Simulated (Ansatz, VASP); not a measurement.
Al in VASP and in Ansatz

Contents of INCAR:

```
  PREC = Accurate
  ENCUT = 520
  EDIFF = 1E-6
  ISMEAR = 0
  SIGMA = 0.15
  LREAL = F
  LASPH = T
  NELM = 100
  ALGO = Fast
  ISIF = 2
  LWAVE = F
  LCHARG = F
  GGA = PE
  IVDW = 12
  NBANDS = 22
```

KPOINTS

```
regular mesh
0
Gamma
  16 16 2
```

File POSCAR:

```
Al
1.0
   -2.8144222649      0.0000000000      0.0000000000
   -1.4072111325     -2.4373611784      0.0000000000
   -0.4690703775     -0.8124537261     18.4820941423
Al
8
Direct
    1.0000000000      0.9791666667      0.0625000000
    1.0000000000      0.8125000000      0.5625000000
    0.3333333333      0.1041666667      0.6875000000
    0.3333333333      0.2708333333      0.1875000000
    0.0000000000     -0.2708333333      0.8125000000
    0.0000000000     -0.1041666667      0.3125000000
    0.6666666667      0.3541666667      0.9375000000
    0.6666666667      0.5208333333      0.4375000000
```

Input for Ansatz:

```yaml
crystal:
  lattice:
    - [-2.8144222649, 0.0, 0.0]
    - [-1.4072111325, -2.4373611784, 0.0]
    - [-0.4690703775, -0.8124537261, 18.4820941423]
  atoms:
    - { symbol: Al, position: [1.0, 0.9791666667, 0.0625] }
    - { symbol: Al, position: [1.0, 0.8125, 0.5625] }
    - { symbol: Al, position: [0.3333333333, 0.1041666667, 0.6875] }
    - { symbol: Al, position: [0.3333333333, 0.2708333333, 0.1875] }
    - { symbol: Al, position: [0.0, -0.2708333333, 0.8125] }
    - { symbol: Al, position: [0.0, -0.1041666667, 0.3125] }
    - { symbol: Al, position: [0.6666666667, 0.3541666667, 0.9375] }
    - { symbol: Al, position: [0.6666666667, 0.5208333333, 0.4375] }
basis:
  ecutwfc: 420
kpoints:
  mp_grid: { grid: [16, 16, 2] }
hamiltonian:
  xc: pbe
  pseudopotentials: { kind: paw, azcp: { folder: soft_1 } }
  dispersion: d3bj
scf:
  occupations: { method: gaussian, width: 0.15 }
output:
  forces: true
  stress: true
  eigenvalues: true
```

Alike in both runs: task single point; functional PBE; dispersion D3(BJ); k mesh 16 × 16 × 2; occupations gaussian, width 0.15 eV; no spin polarisation.

|  | VASP | Ansatz |
| --- | --- | --- |
| version | VASP 6.6.1 | Ansatz 0.2.0 |
| potentials or method | VASP PAW PBE potentials, release 64 (Al), cutoff 520 eV | scalar-relativistic, plane waves, PAW |
| valence electrons in the cell | 24 | 24 |

```tsv
	VASP	Ansatz	Ansatz less VASP
gap on the k mesh at the Fermi level (eV)	none	none	-
pressure (GPa)	0.9	0.9	0.00
traceless stress, the component that is largest in VASP (GPa)	1.77	1.77	-0.004
rms of the force components (eV/Å)	0.249	0.249	-0.0001
```

Atom by atom the forces differ by 0.000 eV/Å (rms over components). A gap of «none» marks a metal or a gap that the smearing closes.
